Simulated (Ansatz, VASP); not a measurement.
## Two plane-wave programs on SnTe5

File INCAR:

```
PREC     = Accurate       # precision mode
ENCUT    = 600            # plane-wave cutoff, eV
EDIFF    = 1E-6           # SCF threshold, eV
ISMEAR   = 0              # smearing method
SIGMA    = 0.1            # smearing width, eV
LREAL    = False          # projectors in reciprocal space
LASPH    = True           # aspherical terms in the spheres
NELM     = 100            # most SCF steps
ALGO     = Normal         # electronic algorithm
ISIF     = 3              # what is computed and relaxed
LWAVE    = False          # write WAVECAR
LCHARG   = False          # write CHGCAR
GGA      = PE             # functional
IBRION   = 2              # ionic algorithm
NSW      = 100            # ionic steps
EDIFFG   = -0.01          # ionic threshold
```

Contents of KPOINTS:

```
regular mesh
0
Gamma
  6 6 8
```

The input POSCAR:

```
SnTe5
1.0
    6.9106985133      0.0000000000      0.0000000000
   -3.4553492566      5.9848404704      0.0000000000
    0.0000000000      0.0000000000      4.5099617298
Sn Te
1 5
Direct
    0.0000000000      0.0000000000      0.0000000000
    0.3371649941      0.0000000000      0.5000000000
    0.6628350059      0.6628350059      0.5000000000
    0.0000000000      0.3371649941      0.5000000000
    0.3333333333      0.6666666667      0.0000000000
    0.6666666667      0.3333333333      0.0000000000
```

Input for Ansatz:

```yaml
crystal:
  lattice:
    - [6.9106985133, 0.0, 0.0]
    - [-3.4553492566, 5.9848404704, 0.0]
    - [0.0, 0.0, 4.5099617298]
  atoms:
    - { symbol: Sn, position: [0.0, 0.0, 0.0] }
    - { symbol: Te, position: [0.3371649941, 0.0, 0.5] }
    - { symbol: Te, position: [0.6628350059, 0.6628350059, 0.5] }
    - { symbol: Te, position: [0.0, 0.3371649941, 0.5] }
    - { symbol: Te, position: [0.3333333333, 0.6666666667, 0.0] }
    - { symbol: Te, position: [0.6666666667, 0.3333333333, 0.0] }
basis:
  ecutwfc: 420
kpoints:
  mp_grid: { grid: [6, 6, 8] }
hamiltonian:
  xc: pbe
scf:
  occupations: { method: gaussian, width: 0.1 }
output:
  forces: true
  stress: true
  eigenvalues: true
  write_density: true
  write_potential: true
  elf: true
  volumetric_format: npy
relax:
  adjacent_minimum: "off"
  f_tol: 0.01
  max_steps: 80
  cell: { stress_tol: 0.05 }
```

Change from the starting cell: species swapped into the Mg5Pd type (P-62m, No. 189).

Alike in both runs: task relaxation of cell and atoms; functional PBE; k mesh 6 × 6 × 8; occupations gaussian, width 0.1 eV; no spin polarisation.

|  | VASP | Ansatz |
| --- | --- | --- |
| version | VASP 6.6.1 | Ansatz 0.2.0 |
| potentials or method | VASP PAW PBE potentials, release 64 (Sn_d, Te), cutoff 600 eV | scalar-relativistic, plane waves, PAW |
| valence electrons in the cell | 44 | 94 |

```tsv
	VASP	Ansatz	Ansatz less VASP
gap on the k mesh at the Fermi level, each at its own relaxed structure (eV)	none	none	-
relaxed volume (Å³/atom)	31.48	31.51	+0.037
relaxed length of the cell vector where the two differ most in proportion (Å)	4.380	4.382	+0.0019
```

A gap of «none» marks a metal or a gap that the smearing closes. VASP's potentials hold 44 valence electrons a cell and Ansatz's 94, so a difference there can come from the potentials and not from the codes.

Spin-orbit coupling is off throughout.
